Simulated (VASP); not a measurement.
# Cl (Cmce) in VASP: a series of runs

The runs below take Cl through single point, relaxation of cell and atoms, with PBE.

All numbers are computed with VASP 6.6.1; they aren't measurements. Logs are shortened: lines on timing, memory, paths and dates and some standing lists are left out, and cuts for length are marked.

**1. The cell of the first run**

It takes space group Cmce (No. 64, orthorhombic). Conventional cell: a = 7.879 Å, b = 4.296 Å, c = 8.341 Å, α = 90.00°, β = 90.00°, γ = 90.00°. Within 2.7 Å of Cl (site symmetry m) lie 1 Cl at 2.03 Å.

**2. Single point, PBE**

File INCAR:

```
PREC = Accurate
ENCUT = 520
EDIFF = 1E-6
ISMEAR = -1
SIGMA = 0.05
LREAL = False
LASPH = True
NELM = 80
ALGO = Normal
ISIF = 2
LWAVE = False
LCHARG = False
GGA = PE
NBANDS = 22
```

File KPOINTS:

```
Automatic mesh
0
Gamma
  5 5 2
```

File POSCAR:

```
Cl
1.0
    3.9394018635     -2.1481380379      0.0000000000
    3.9394018635      2.1481380379      0.0000000000
    0.0000000000      0.0000000000      8.3409083081
Cl
4
Direct
    0.8863233309      0.1136766691      0.1064141082
    0.6136766691      0.3863233309      0.6064141082
    0.1136766691      0.8863233309      0.8935858918
    0.3863233309      0.6136766691      0.3935858918
```

Potentials or basis: VASP PAW PBE potentials, release 64 (Cl).

Command:

```bash
$ cat potpaw_PBE.64/Cl/POTCAR > POTCAR
$ mpirun -np 1 vasp_std > vasp.out
```

OUTCAR:

```text
PREC = Accurate
   ENCUT = 520
   EDIFF = 1E-6
   ISMEAR = -1
   LREAL = False
   LASPH = True
   NELM = 80
   ISIF = 2
   GGA = PE

 ion  position               nearest neighbor table
   1  0.886  0.114  0.106-   3 2.03
   2  0.614  0.386  0.606-   4 2.03
   3  0.114  0.886  0.894-   1 2.03
   4  0.386  0.614  0.394-   2 2.03

  LATTYP: Found a base centered orthorhombic cell.
 ALAT       =     4.2962760758
 B/A-ratio  =     1.8338681193
 C/A-ratio  =     1.9414274504

  Lattice vectors:

 A1 = (  -3.9394018635,  -2.1481380379,   0.0000000000)
 A2 = (   3.9394018635,  -2.1481380379,   0.0000000000)
 A3 = (   0.0000000000,   0.0000000000,   8.3409083081)

Analysis of symmetry for initial positions (statically):
=====================================================================
 Subroutine PRICEL returns:
 Original cell was already a primitive cell.

 Routine SETGRP: Setting up the symmetry group for a
 base centered orthorhombic supercell.

 Subroutine GETGRP returns: Found  8 space group operations
 (whereof  4 operations were pure point group operations)
 out of a pool of  8 trial point group operations.

The static configuration has the point symmetry C_2h.
 The point group associated with its full space group is D_2h.

Analysis of symmetry for dynamics (positions and initial velocities):
=====================================================================
 Subroutine PRICEL returns:
 Original cell was already a primitive cell.

 Routine SETGRP: Setting up the symmetry group for a
 base centered orthorhombic supercell.

 Subroutine GETGRP returns: Found  8 space group operations
 (whereof  4 operations were pure point group operations)
 out of a pool of  8 trial point group operations.

The dynamic configuration has the point symmetry C_2h.
 The point group associated with its full space group is D_2h.

 Subroutine INISYM returns: Found  8 space group operations
 (whereof  4 operations are pure point group operations),
 and found     1 'primitive' translations

----------------------------------------------------------------------------------------

                                     Primitive cell

  volume of cell :     141.1679

  direct lattice vectors                    reciprocal lattice vectors
     3.939401864 -2.148138038  0.000000000     0.126922822 -0.232759716  0.000000000
     3.939401864  2.148138038  0.000000000     0.126922822  0.232759716  0.000000000
     0.000000000  0.000000000  8.340908308     0.000000000  0.000000000  0.119891019

  length of vectors
     4.487023966  4.487023966  8.340908308     0.265115990  0.265115990  0.119891019

  position of ions in fractional coordinates (direct lattice)
     0.886323331  0.113676669  0.106414108
     0.613676669  0.386323331  0.606414108
     0.113676669  0.886323331  0.893585892
     0.386323331  0.613676669  0.393585892

  ion indices of the primitive-cell ions
   primitive index   ion index
                 1           1
                 2           2
                 3           3
                 4           4

----------------------------------------------------------------------------------------

 KPOINTS: Automatic mesh

Automatic generation of k-mesh.
 Grid dimensions read from file:
 generate k-points for:    5    5    2

 Generating k-lattice:

  Cartesian coordinates                     Fractional coordinates (reciprocal lattice)
     0.025384564 -0.046551943  0.000000000     0.200000000 -0.000000000  0.000000000
     0.025384564  0.046551943  0.000000000    -0.000000000  0.200000000  0.000000000
     0.000000000  0.000000000  0.059945510     0.000000000  0.000000000  0.500000000

  Length of vectors
     0.053023198  0.053023198  0.059945510

  Shift w.r.t. Gamma in fractional coordinates (k-lattice)
     0.000000000  0.000000000  0.000000000

 Subroutine IBZKPT returns following result:
 ===========================================

 Found     18 irreducible k-points:

 Following reciprocal coordinates:
            Coordinates               Weight
  0.000000  0.000000  0.000000      1.000000
  0.200000 -0.000000  0.000000      4.000000
  0.400000 -0.000000  0.000000      4.000000
  0.200000  0.200000  0.000000      2.000000
  0.400000  0.200000  0.000000      4.000000
 -0.400000  0.200000  0.000000      4.000000
[... 10 lines left out ...]
  0.400000  0.400000  0.500000      2.000000
 -0.400000  0.400000  0.500000      2.000000
   k-points           NKPTS =     18   k-points in BZ     NKDIM =     18   number of bands    NBANDS=     22
   number of dos      NEDOS =    301   number of ions     NIONS =      4
   total plane-waves  NPLWV =  82944
   dimension x,y,z NGX =    36 NGY =   36 NGZ =   64
   dimension x,y,z NGXF=    72 NGYF=   72 NGZF=  128
   ions per type =               4
   NGX,Y,Z   is equivalent  to a cutoff of  13.34, 13.34, 12.76 a.u.
   NGXF,Y,Z  is equivalent  to a cutoff of  26.68, 26.68, 25.51 a.u.
 SYSTEM =  unknown system
   PREC   = accura    normal or accurate (medium, high low for compatibility)
   ISTART =      0    job   : 0-new  1-cont  2-samecut
   ICHARG =      2    charge: 1-file 2-atom 10-const
   ISPIN  =      1    spin polarized calculation?
   LNONCOLLINEAR =      F non collinear calculations
   LSORBIT =      F    spin-orbit coupling
   LASPH  =      T    aspherical Exc in radial PAW
   ENCUT  =  520.0 eV  38.22 Ry    6.18 a.u.   8.34  8.34 15.51*2*pi/ulx,y,z
   NELM   =     80;   NELMIN=  2; NELMDL= -5     # of ELM steps
   EDIFF  = 0.1E-05   stopping-criterion for ELM
   LREAL  =      F    real-space projection
   EDIFFG = 0.1E-04   stopping-criterion for IOM
   NSW    =      0    number of steps for IOM
   IBRION =     -1    ionic relax: 0-MD 1-quasi-New 2-CG
   NFREE  =      0    steps in history (QN), initial steepest desc. (CG)
   ISIF   =      2    stress and relaxation
   ISYM   =      2    0-nonsym 1-usesym 2-fastsym
   POTIM  = 0.5000    time-step for ionic-motion
   TEBEG  =    0.0;   TEEND  =   0.0 temperature during run
   PSTRESS=    0.0 pullay stress
   NELECT =      28.0000    total number of electrons
   NUPDOWN=      -1.0000    fix difference up-down
   EMIN   =  10.00;   EMAX   =-10.00  energy-range for DOS
   EFERMI =   0.00;   METHOD = LEGACY
   ISMEAR =    -1;   SIGMA  =   0.05  broadening in eV -4-tet -1-fermi 0-gaus
   EFERMI_NEDOS =   21; number of points for ismear=-14 and -15
   IALGO  =     38    algorithm
   IMIX   =      4    mixing-type and parameters
     AMIX     =   0.40;   BMIX     =  1.00
     AMIX_MAG =   1.60;   BMIX_MAG =  1.00
  volume/ion in A,a.u.               =      35.29       238.16
  Fermi-wavevector in a.u.,A,eV,Ry     =   0.954734  1.804185 12.401933  0.911516
  Thomas-Fermi vector in A             =   2.083507
   LORBIT       =      0    0 simple, 1 ext, 2 COOP (PROOUT), +10 PAW based schemes
   GGA     = PE    functional components
   LHFCALC =     F    Hartree Fock is set to
   AEXX    =    0.0000 exact exchange contribution
   IVDW    =     0    specifies the selected vdW correction
   LEPSILON=     F    determine dielectric tensor
   LRPA    =     F    only Hartree local field effects (RPA)
 non-spin polarized calculation
  energy-cutoff  :      520.00
  volume of cell :      141.17
 maximum number of plane-waves:      3823
 NGX is ok and might be reduce to    36
   NGX = 17   NGY = 17   NGZ = 31

 number of electron      27.9999999 magnetization

 Free energy of the ion-electron system (eV)
  ---------------------------------------------------
  ext. energy  EPLUGINS =         0.00000000
  ---------------------------------------------------
  free energy    TOTEN  =        -7.39535091 eV

  energy without entropy =       -7.39535091  energy(sigma->0) =       -7.39535091

 E-fermi :  -0.6788     XC(G=0):  -6.8391

 val. band max:       -1.8005303833   @ k =   0.0000   0.0000   0.0000
 cond. band min:       0.5420860409   @ k =   0.0000   0.0000   0.0000
 fundamental gap:      2.3426164242
 Fermi energy:        -0.6787740547

 k-point     1 :       0.0000    0.0000    0.0000
  band No.  band energies     occupation
      1     -18.2612      2.00000
      2     -18.0340      2.00000
      3     -14.4795      2.00000
      4     -13.8530      2.00000
      5      -7.1561      2.00000
      6      -6.1711      2.00000
[... 14 lines left out ...]
     21       8.6969      0.00000
     22       8.9782      0.00000

 k-point     2 :       0.2000   -0.0000    0.0000
  band No.  band energies     occupation
      1     -18.2163      2.00000
      2     -18.0308      2.00000
      3     -14.4271      2.00000
      4     -13.9240      2.00000
      5      -7.1260      2.00000
      6      -6.3185      2.00000
[... 14 lines left out ...]
     21       8.0808      0.00000
     22       8.6306      0.00000

 k-point     3 :       0.4000   -0.0000    0.0000
  band No.  band energies     occupation
      1     -18.1198      2.00000
      2     -18.0479      2.00000
      3     -14.2861      2.00000
      4     -14.0964      2.00000
      5      -6.9936      2.00000
      6      -6.6838      2.00000
[... 14 lines left out ...]
     21       8.4781      0.00000
     22       9.0831      0.00000

 k-point     4 :       0.2000    0.2000    0.0000
  band No.  band energies     occupation
      1     -18.2467      2.00000
      2     -18.0238      2.00000
      3     -14.4640      2.00000
      4     -13.8516      2.00000
      5      -7.1358      2.00000
      6      -6.1813      2.00000
[... 14 lines left out ...]
     21       8.1100      0.00000
     22       8.3254      0.00000

 k-point     5 :       0.4000    0.2000    0.0000
  band No.  band energies     occupation
      1     -18.1961      2.00000
      2     -18.0181      2.00000
      3     -14.4045      2.00000
      4     -13.9246      2.00000
      5      -7.0921      2.00000
      6      -6.3411      2.00000
[... 14 lines left out ...]
     21       8.0390      0.00000
     22       8.4503      0.00000

 k-point     6 :      -0.4000    0.2000    0.0000
  band No.  band energies     occupation
      1     -18.1094      2.00000
      2     -18.0456      2.00000
      3     -14.2702      2.00000
      4     -14.1041      2.00000
      5      -6.9578      2.00000
      6      -6.7146      2.00000
[... 14 lines left out ...]
     21       8.2483      0.00000
     22       8.7079      0.00000

 k-point     7 :      -0.2000    0.2000    0.0000
  band No.  band energies     occupation
      1     -18.1262      2.00000
      2     -18.0494      2.00000
      3     -14.2958      2.00000
      4     -14.0916      2.00000
      5      -7.0128      2.00000
      6      -6.6628      2.00000
[... 174 lines left out ...]
      6      -6.7244      2.00000
[... 14 lines left out ...]
     21       8.3518      0.00000
     22       8.3518      0.00000

 k-point    15 :      -0.4000    0.2000    0.5000
  band No.  band energies     occupation
      1     -18.0779      2.00000
      2     -18.0779      2.00000
      3     -14.1885      2.00000
      4     -14.1885      2.00000
      5      -6.7547      2.00000
      6      -6.7547      2.00000
[... 14 lines left out ...]
     21       8.5397      0.00000
     22       8.5397      0.00000

 k-point    16 :      -0.2000    0.2000    0.5000
  band No.  band energies     occupation
      1     -18.0884      2.00000
      2     -18.0884      2.00000
      3     -14.1952      2.00000
      4     -14.1952      2.00000
      5      -6.7624      2.00000
      6      -6.7624      2.00000
[... 14 lines left out ...]
     21       8.8379      0.00000
     22       8.8425      0.00000

 k-point    17 :       0.4000    0.4000    0.5000
  band No.  band energies     occupation
      1     -18.1206      2.00000
      2     -18.1206      2.00000
      3     -14.1470      2.00000
      4     -14.1470      2.00000
      5      -6.6865      2.00000
      6      -6.6865      2.00000
[... 14 lines left out ...]
     21       8.5859      0.00000
     22       8.5861      0.00000

 k-point    18 :      -0.4000    0.4000    0.5000
  band No.  band energies     occupation
      1     -18.1005      2.00000
      2     -18.1005      2.00000
      3     -14.1598      2.00000
      4     -14.1598      2.00000
      5      -6.7171      2.00000
      6      -6.7171      2.00000
[... 14 lines left out ...]
     21       8.7492      0.00000
     22       8.7513      0.00000

------------------------ aborting loop because EDIFF is reached ----------------------------------------

  FORCE on cell =-STRESS in cart. coord.  units (eV):
  Direction    XX          YY          ZZ          XY          YZ          ZX
  --------------------------------------------------------------------------------------
  -------------------------------------------------------------------------------------
  Total       -0.0348072     -0.1781132     -0.5748395      0.0000000      0.0000000      0.0000000
  in kB       -0.3950424     -2.0214867     -6.5241118      0.0000000      0.0000000      0.0000000
  external PRESSURE =      -2.9802136 kB  Pullay stress =       0.0000000 kB

 VOLUME and BASIS-vectors are now :
 -----------------------------------------------------------------------------
  energy-cutoff  :      520.00
  volume of cell :      141.17
      direct lattice vectors                 reciprocal lattice vectors
     3.939401864 -2.148138038  0.000000000     0.126922822 -0.232759716  0.000000000
     3.939401864  2.148138038  0.000000000     0.126922822  0.232759716  0.000000000
     0.000000000  0.000000000  8.340908308     0.000000000  0.000000000  0.119891019

 POSITION                                       TOTAL-FORCE (eV/Angst)
 -----------------------------------------------------------------------------------
      3.93940     -1.65975      0.88759         0.000000     -0.086966     -0.162252
      3.93940     -0.48839      5.05804         0.000000      0.086966     -0.162252
      3.93940      1.65975      7.45332         0.000000      0.086966      0.162252
      3.93940      0.48839      3.28286         0.000000     -0.086966      0.162252
 -----------------------------------------------------------------------------------
    total drift:                               -0.000000     -0.000000      0.000000

  FREE ENERGIE OF THE ION-ELECTRON SYSTEM (eV)
  ---------------------------------------------------
  free  energy   TOTEN  =        -7.3953509071 eV

  energy  without entropy=       -7.3953509070  energy(sigma->0) =       -7.39535091
```

It took 1.9 min on 1 thread of Oxide Virtual Turin-like, shared host; peak memory 0.23 GiB.

Results:

```yaml
Free_energy: -7.3954 eV
Pressure: -0.3 GPa
Largest_force: 0.184 eV/Å
Band_gap_on_the_k_mesh: 2.34 eV
```

Forces on the atoms (eV/Å):
```
Cl   0.000 -0.087 -0.162
Cl   0.000  0.087 -0.162
Cl   0.000  0.087  0.162
Cl   0.000 -0.087  0.162
```

Levels at points of the mesh, in eV from the valence-band top:
```tsv
k point	band 10	band 11	band 12	band 13	band 14	band 15	band 16	band 17	band 18	band 19
(0.00, 0.00, 0.00)	-2.48	-0.80	-0.35	-0.21	0.00	2.34	3.08	6.20	7.05	8.93
(0.00, 0.00, 0.50)	-2.50	-0.59	-0.59	-0.17	-0.17	2.66	2.66	6.74	6.74	9.37
```

Caveat: this functional lacks dispersion, which holds the molecules together, so the pressure and a relaxed volume are unreliable. A k mesh can miss the band edges.

**3. Relaxation of cell and atoms, PBE**

This run uses another cell than the first one, of 27.53 Å³/atom.

File INCAR:

```
SYSTEM = Cl
PREC = Accurate
ENCUT = 600
EDIFF = 1E-7
ISMEAR = -1
SIGMA = 0.05
LREAL = .FALSE.
LASPH = .TRUE.
NELM = 100
ALGO = Normal
ISIF = 3
LWAVE = .FALSE.
LCHARG = .FALSE.
GGA = PE
IBRION = 2
NSW = 80
EDIFFG = -0.01
```

File KPOINTS:

```
regular mesh
0
G
  5 5 2
  0 0 0
```

File POSCAR:

```
Cl
1.0
    3.0726500000     -2.1977000000      0.0000000000
    3.0726500000      2.1977000000      0.0000000000
    0.0000000000      0.0000000000      8.1537000000
Cl
4
Direct
    0.8763000000      0.1237000000      0.1025000000
    0.6237000000      0.3763000000      0.6025000000
    0.1237000000      0.8763000000      0.8975000000
    0.3763000000      0.6237000000      0.3975000000
```

Potentials or basis: VASP PAW PBE potentials, release 64 (Cl).

Command:

```bash
$ cat potpaw_PBE.64/Cl/POTCAR > POTCAR
$ mpirun -np 1 vasp_std > vasp.out
```

Run time: 16 min. Hardware: 1 thread of Oxide Virtual Turin-like, shared host; peak memory 0.2 GiB.

Results (log left out):

* Free energy: -7.3892 eV
* Relaxed volume: 34.43 Å³/atom
* Relaxed cell: a = 4.362 Å, b = 4.362 Å, c = 8.353 Å, α = 90.00°, β = 90.00°, γ = 60.05°
* Space group after relaxing (to 0.1 Å): Cmce (No. 64)
* Energy gained by relaxing: 25.9 meV/atom
* Ionic steps: 29
* Pressure after relaxing: 0.0 GPa
* Largest force after relaxing: 0.008 eV/Å
* Band gap on the k mesh: 2.46 eV

Forces on the atoms (eV/Å):
```
Cl   0.000 -0.004  0.007
Cl   0.000  0.004  0.007
Cl   0.000  0.004 -0.007
Cl   0.000 -0.004 -0.007
```

The path:
```
step  energy change (eV)  largest force (eV/Å)  pressure (GPa)  volume (Å³)
   1              0.0000                0.2503            1.52       110.12
   2             -0.0090                0.5146           -0.33       114.34
   3             -0.0154                0.2380            0.35       112.64
   4             -0.0380                0.1873            0.27       115.64
   5             -0.0793                0.0376            0.18       124.87
   6             -0.0877                0.3404            0.39       144.28
   7             -0.0923                0.2311            0.30       138.40
   8             -0.0637                0.6242           -1.17       147.96
   9             -0.0949                0.0245           -0.08       140.47
  10             -0.0949                0.0287           -0.07       140.42
  11             -0.0957                0.0264           -0.06       140.01
  12             -0.0978                0.0194           -0.04       138.77
  13             -0.1006                0.0086            0.01       136.29
  14             -0.0980                0.0312            0.22       131.30
  15             -0.1012                0.0136            0.06       134.99
  16             -0.0979                0.2514           -0.41       135.71
  17             -0.1013                0.0316           -0.01       135.11
  18             -0.1019                0.0351           -0.02       135.32
  19             -0.1030                0.0471           -0.06       135.92
  20             -0.1013                0.1745            0.34       135.64
  21             -0.1032                0.0048            0.04       135.85
  22             -0.1032                0.0094            0.04       136.04
  23             -0.1034                0.0236            0.05       136.62
  24             -0.1034                0.0510            0.08       137.77
  25             -0.1035                0.0382            0.07       137.25
  26             -0.1035                0.0327            0.06       137.33
  27             -0.1035                0.0166            0.02       137.56
  28             -0.1035                0.0198           -0.05       138.04
  29             -0.1036                0.0076            0.00       137.73
```

Final structure:
```
Cl
1.0
     3.77689   -2.18270    0.00000
     3.77689    2.18270    0.00000
     0.00000    0.00000    8.35347
Cl
4
Direct
  0.88616 0.11384 0.10470
  0.61384 0.38616 0.60470
  0.11384 0.88616 0.89530
  0.38616 0.61384 0.39530
```

Levels at points of the mesh, in eV from the valence-band top:
| k point | band 12 | band 13 | band 14 | band 15 | band 16 | band 17 |
| --- | --- | --- | --- | --- | --- | --- |
| (0.00, 0.00, 0.00) | -0.25 | -0.21 | 0.00 | 2.46 | 3.16 | 6.28 |
| (0.00, 0.00, 0.50) | -0.56 | -0.12 | -0.12 | 2.75 | 2.75 | 6.83 |

Caveat: the volume moved by over 15 % at a fixed basis, so the end points are rough; this functional lacks dispersion, which holds the molecules together, so the pressure and a relaxed volume are unreliable. A k mesh can miss the band edges.
